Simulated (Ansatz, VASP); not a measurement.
**TiC: VASP beside Ansatz**

The input INCAR:

```
SYSTEM = TiC
PREC = Accurate
ENCUT = 600
EDIFF = 1E-6
ISMEAR = -1
SIGMA = 0.05
LREAL = .FALSE.
LASPH = .TRUE.
NELM = 100
ALGO = Normal
ISIF = 3
LWAVE = .FALSE.
LCHARG = .FALSE.
GGA = B5
ALDAX = 1.0
AGGAX = 1.0
AGGAC = 1.0
ALDAC = 0.0
IVDW = 13
VDW_S6 = 1.0
VDW_S8 = 2.34076671
VDW_A1 = 0.44488865
VDW_A2 = 4.0933009
IBRION = 2
NSW = 80
EDIFFG = -0.005
```

File KPOINTS:

```
regular mesh
0
G
  11 11 11
  0 0 0
```

POSCAR

```
TiC
1.0
    0.0000000000      2.1657188437      2.1657188437
    2.1657188437      0.0000000000      2.1657188437
    2.1657188437      2.1657188437      0.0000000000
Ti C
1 1
Direct
    0.0000000000      0.0000000000      0.0000000000
    0.5000000000      0.5000000000      0.5000000000
```

input.yaml

```yaml
crystal:
  lattice:
    - [0.0, 2.1657188437, 2.1657188437]
    - [2.1657188437, 0.0, 2.1657188437]
    - [2.1657188437, 2.1657188437, 0.0]
  atoms:
    - { symbol: Ti, position: [0.0, 0.0, 0.0] }
    - { symbol: C, position: [0.5, 0.5, 0.5] }
kpoints:
  mp_grid: { grid: [11, 11, 11] }
scf:
  occupations: { method: fermi_dirac, width: 0.05 }
hamiltonian:
  xc: blyp
  dispersion: d4
  pseudopotentials: { kind: all_electron, lapw: { basis_error: 0.001 } }
output:
  forces: true
  stress: true
relax:
  f_tol: 0.005
  max_steps: 60
  cell: {}
```

Alike in both runs: task relaxation of cell and atoms; functional BLYP; dispersion D4; k mesh 11 × 11 × 11; occupations fermi-dirac, width 0.05 eV; no spin polarisation.

|  | VASP | Ansatz |
| --- | --- | --- |
| version | VASP 6.6.1 | Ansatz 0.2.0 |
| potentials or method | VASP PAW PBE potentials, release 64 (Ti_sv, C), cutoff 600 eV | all-electron LAPW, scalar-relativistic |

|  | VASP | Ansatz | Ansatz less VASP |
| --- | --- | --- | --- |
| relaxed volume (Å³/atom) | 10.13 | 10.11 | -0.015 |
| relaxed cell length with the largest relative difference (Å) | 3.060 | 3.058 | -0.0015 |

VASP's potentials were made for PBE, not for BLYP. Ansatz ran all-electron here, and VASP with PAW potentials.
